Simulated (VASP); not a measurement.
# WC (Fm-3m) in VASP: further runs, part 2 of 2

VASP 6.6.1.

## (4) Relaxation of cell and atoms, RPBE+D3(BJ)

INCAR

```
SYSTEM = WC
PREC = Accurate
ENCUT = 600
EDIFF = 1E-7
ISMEAR = -1
SIGMA = 0.05
LREAL = .FALSE.
LASPH = .TRUE.
NELM = 60
ALGO = Normal
ISIF = 3
LWAVE = .FALSE.
LCHARG = .FALSE.
GGA = RP
IVDW = 12
IBRION = 2
NSW = 60
EDIFFG = -0.01
```

KPOINTS

```
Automatic mesh
0
G
  10 10 10
  0 0 0
```

POSCAR

```
WC
1.0
    0.0000000000      2.1926840000      2.1926840000
    2.1926840000      0.0000000000      2.1926840000
    2.1926840000      2.1926840000      0.0000000000
W C
1 1
Direct
    0.0000000000      0.0000000000      0.0000000000
    0.5000000000      0.5000000000      0.5000000000
```

Potentials or basis: VASP PAW PBE potentials, release 64 (W_sv, C).

Launch:

```
$ cat potpaw_PBE.64/W_sv/POTCAR potpaw_PBE.64/C/POTCAR > POTCAR
$ mpirun -np 1 vasp_std > vasp.out
```

OUTCAR:

```text
SYSTEM = WC
   PREC = Accurate
   ENCUT = 600
   EDIFF = 1E-7
   ISMEAR = -1
   LREAL = .FALSE.
   LASPH = .TRUE.
   NELM = 60
   ISIF = 3
   GGA = RP
   IVDW = 12
   IBRION = 2
   NSW = 60
   EDIFFG = -0.01
 IVDW          = 12

 ion  position               nearest neighbor table
   1  0.000  0.000  0.000-   2 2.19   2 2.19   2 2.19   2 2.19   2 2.19   2 2.19
   2  0.500  0.500  0.500-   1 2.19   1 2.19   1 2.19   1 2.19   1 2.19   1 2.19

  LATTYP: Found a face centered cubic cell.
 ALAT       =     4.3853680000

  Lattice vectors:

 A1 = (   0.0000000000,   2.1926840000,   2.1926840000)
 A2 = (   2.1926840000,   0.0000000000,   2.1926840000)
 A3 = (   2.1926840000,   2.1926840000,   0.0000000000)

Analysis of symmetry for initial positions (statically):
=====================================================================
 Subroutine PRICEL returns:
 Original cell was already a primitive cell.

 Routine SETGRP: Setting up the symmetry group for a
 face centered cubic supercell.

 Subroutine GETGRP returns: Found 48 space group operations
 (whereof 48 operations were pure point group operations)
 out of a pool of 48 trial point group operations.

The static configuration has the point symmetry O_h .

Analysis of symmetry for dynamics (positions and initial velocities):
=====================================================================
 Subroutine PRICEL returns:
 Original cell was already a primitive cell.
[... 155 lines left out ...]
  free energy    TOTEN  =       -20.53098461 eV

  energy without entropy =      -20.52447869  energy(sigma->0) =      -20.52773165

------------------------ aborting loop because EDIFF is reached ----------------------------------------

 Edisp (eV)   -5.31482

 E8    (eV) :    -3.6703
[... 151 lines left out ...]
--------------------------------------- Ionic step        5  -------------------------------------------

 number of electron      18.0000001 magnetization

 Free energy of the ion-electron system (eV)
  ---------------------------------------------------
  ext. energy  EPLUGINS =         0.00000000
  ---------------------------------------------------
  free energy    TOTEN  =       -20.21914761 eV

  energy without entropy =      -20.21353030  energy(sigma->0) =      -20.21633896

 E-fermi :  14.1600     XC(G=0): -14.2439

 val. band max:       14.1021860321   @ k =  -0.1000   0.1000   0.0000
 cond. band min:      14.2211245146   @ k =  -0.3000   0.3000   0.1000
 fundamental gap:      0.1189384825
 Fermi energy:        14.1600111856

 k-point     1 :       0.0000    0.0000    0.0000
  band No.  band energies     occupation
      1     -61.3029      2.00000
      2     -25.2766      2.00000
      3     -25.2766      2.00000
      4     -25.2766      2.00000
      5      -2.6562      2.00000
      6      10.9587      2.00000
      7      10.9587      2.00000
      8      10.9587      2.00000
      9      12.8268      2.00000
     10      12.8268      2.00000
     11      12.8268      2.00000
     12      13.0470      2.00000
     13      13.0470      2.00000
[... 354 lines left out ...]
  band No.  band energies     occupation
      1     -61.2377      2.00000
      2     -25.9044      2.00000
      3     -25.5325      2.00000
      4     -25.5062      2.00000
      5      -0.0478      2.00000
      6       6.4800      2.00000
      7       7.8858      2.00000
      8      10.0819      2.00000
      9      11.0399      2.00000
     10      15.3594      0.00000
     11      16.9818      0.00000
     12      17.3066      0.00000
     13      21.4821      0.00000

 [... further k-points ...]

------------------------ aborting loop because EDIFF is reached ----------------------------------------

 Edisp (eV)   -5.89585

 E8    (eV) :    -4.0700
[... 25 lines left out ...]
  FREE ENERGIE OF THE ION-ELECTRON SYSTEM (eV)
  ---------------------------------------------------
  free  energy   TOTEN  =       -26.1149963607 eV

  energy  without entropy=      -26.1093790481  energy(sigma->0) =      -26.11218770

 reached required accuracy - stopping structural energy minimisation
```

CONTCAR:

```text
WC
   1.00000000000000
    -0.0000000000000000    2.1199817133812955    2.1199817133812955
     2.1199817133812955    0.0000000000000000    2.1199817133812955
     2.1199817133812955    2.1199817133812955   -0.0000000000000000
  W               C
     1     1
Direct
     0.0000000000000000    0.0000000000000000    0.0000000000000000
     0.5000000000000000    0.5000000000000000    0.5000000000000000

  0.00000000E+00  0.00000000E+00  0.00000000E+00
  0.00000000E+00  0.00000000E+00  0.00000000E+00
```

Run time: 44 s. Hardware: 1 thread of AMD EPYC 9R45 (Zen 5), shared host; peak memory 0.16 GiB.

What came out:

- Free energy: -26.1150 eV
- Relaxed volume: 9.53 Å³/atom
- Relaxed cell: a = 2.998 Å, b = 2.998 Å, c = 2.998 Å, α = 60.00°, β = 60.00°, γ = 60.00°
- Space group after relaxing (to 0.05 Å): Fm-3m (No. 225)
- Energy gained by relaxing: 134.6 meV/atom
- Ionic steps: 5
- Pressure after relaxing: 0.0 GPa
- Dispersion energy per atom: -2.948 eV

Step by step:
```tsv
step	energy change (eV)	largest force (eV/Å)	pressure (GPa)	volume (Å³)
1	0.0000	0.0000	-38.93	21.08
2	2.7587	0.0000	256.10	14.19
3	-0.2650	0.0000	-5.66	19.29
4	-0.2688	0.0000	-1.74	19.13
5	-0.2692	0.0000	0.01	19.06
```

Final structure:
```
CELL_PARAMETERS angstrom
0.00000 2.11998 2.11998
2.11998 0.00000 2.11998
2.11998 2.11998 0.00000
ATOMIC_POSITIONS crystal
W 0.00000 0.00000 0.00000
C 0.50000 0.50000 0.50000
```

Caveat: the bands computed are all filled at some k points, so no gap is given; the PAW data sets were made with another functional, which shifts forces and pressure a little; spin-orbit coupling is left out, which moves the levels of the heavy elements.

## (5) Summary

| level | pressure (GPa) | relaxed volume (Å³/atom) |
| --- | --- | --- |
| PBEsol+D3(BJ) | 0.0 | 10.09 |
| PBEsol+D4 | -0.1 | 10.17 |
| RPBE+D3(BJ) | 0.0 | 9.53 |

Alike in all rows: task relaxation of cell and atoms; potentials or basis VASP PAW PBE potentials, release 64 (W_sv, C); no spin polarisation; cell relaxed; k mesh 10 × 10 × 10; cutoff (eV) 600; smearing fermi-dirac 0.05 eV.

Caveats: the bands computed are all filled at some k points, so no gap is given; the PAW data sets were made with another functional, which shifts forces and pressure a little; spin-orbit coupling is left out, which moves the levels of the heavy elements.

Total energies depend on the potentials used, so only differences within one code and one set of settings carry meaning.
